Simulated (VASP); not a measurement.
Set up this calculation in VASP 6.6.1, as the native input.

```yaml
Task: single point
Functional: PBE
Potentials_or_basis: VASP PAW PBE potentials, release 64 (C)
Cutoff: 520 eV
k_mesh: 2 × 2 × 1
Occupations: gaussian, width 0.05 eV
Spin: collinear spin
Starting_moments: "[0.0, 0.0, 0.0, 0.0, 0.0, 0.0, 0.0, 0.0, 0.0, 0.0, 0.0, 0.0, 0.0, 0.0, 0.0, 0.0, 0.0, 0.0, 0.13] μB"
Dipole_correction: no
Further_INCAR_settings: LREAL = Auto; ALGO = Normal; EDIFF = 1e-07; NBANDS = 57
```

The structure of C lies in POSCAR:

```
C
1.0
    7.3980000000      0.0000000000      0.0000000000
   -3.6990000000      6.4068560000      0.0000000000
    0.0000000000      0.0000000000     12.0000000000
C
19
Direct
   -0.0048629733     -0.0062842055      0.0837670000
    0.2173070595      0.1037419914      0.0797000833
   -0.0031429653      0.3304794114      0.0797012500
    0.2188525411      0.4391311433      0.0828698333
   -0.0039985503      0.6631513179      0.0881582500
    0.2169772003      0.7727027110      0.0861800000
    0.3291161579     -0.0053719016      0.0807521667
    0.5527366507      0.1084216658      0.0740259167
    0.3288879962      0.3252431458      0.0784642500
    0.5478108334      0.4339541891      0.0812015833
    0.3259985343      0.6594726025      0.0859935833
    0.5522005431      0.7815213890      0.0912435833
    0.6672027295      0.0039293844      0.0734552500
    0.8858314922      0.1087811245      0.0770512500
    0.6626750471      0.3293557714      0.0768914167
    0.8855993231      0.4405087300      0.0823242500
    0.6583215543      0.6565390263      0.1030005833
    0.8861430241      0.7745980244      0.0925552500
    0.5637757378      0.7163800778      0.2101640000
```

These files were run (other wordings do the same):

INCAR

```
SYSTEM = C
PREC = Accurate
ENCUT = 520
EDIFF = 1E-7
ISMEAR = 0
SIGMA = 0.05
LREAL = Auto
LASPH = .TRUE.
NELM = 150
ALGO = Normal
ISIF = 2
LWAVE = .FALSE.
LCHARG = .FALSE.
ISPIN = 2
MAGMOM = 0 0 0 0 0 0 0 0 0 0 0 0 0 0 0 0 0 0 0.13
LORBIT = 11
GGA = PE
NBANDS = 57
```

KPOINTS

```
Automatic mesh
0
G
  2 2 1
  0 0 0
```

Potentials or basis: VASP PAW PBE potentials, release 64 (C).

Launch:

```console
$ cat potpaw_PBE.64/C/POTCAR > POTCAR
$ mpirun -np 1 vasp_std > vasp.out
```

It gave:

The largest force is 0.452 eV/Å, the band gap on the k mesh is zero (filled and empty bands overlap) and the net moment is 0.00 μB per cell. The site moments are C +0.00, -0.01, +0.04, +0.03, -0.02, -0.00, +0.01, -0.13 μB and the valence electrons inside the program's atomic spheres are C 2.65, 2.66, 2.64, 2.67, 2.63, 2.68, 2.62, 2.23.

Caveat: the k points lie up to 0.49 Å⁻¹ apart.

Wall time 14 min on 1 thread of Intel(R) Xeon(R) Platinum 8259CL CPU @ 2.50GHz (Skylake/Cascade Lake), with other jobs on the host, peak memory 0.86 GiB.
